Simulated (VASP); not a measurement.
Ge, 2 atoms in the cell. Symmetry: I4_1/amd, No. 141, tetragonal system. The conventional cell has a = 5.119 Å, b = 5.119 Å, c = 2.780 Å, α = 90.00°, β = 90.00°, γ = 90.00°. Within 3.5 Å of Ge (site symmetry -4m2) lie 10 Ge at 2.65 to 3.30 Å. 

- Program: VASP 6.6.1
- Task: single point
- Functional: RPBE
- Dispersion: D4
- Potentials or basis: VASP PAW PBE potentials, release 64 (Ge_d)
- Cutoff: 520 eV
- k mesh: 11 × 11 × 11
- Occupations: fermi-dirac, width 0.05 eV
- Spin: no spin polarisation
- Dipole correction: no
- Further INCAR settings: ALGO = Normal; EDIFF = 1e-06; NBANDS = 21

Potentials or basis: VASP PAW PBE potentials, release 64 (Ge_d).

Launch:

```sh
$ cat potpaw_PBE.64/Ge_d/POTCAR > POTCAR
$ mpirun -np 1 vasp_std > vasp.out
```

Hardware: 1 thread of Intel(R) Xeon(R) Platinum 8488C (Sapphire Rapids), on a shared host.

**Question.** How long does it take, and how much memory?

**Answer.** Wall time 46 s on 1 thread of Intel(R) Xeon(R) Platinum 8488C (Sapphire Rapids) (shared host), peak memory 0.21 GiB. Counts: scf iterations 10, k points 126.
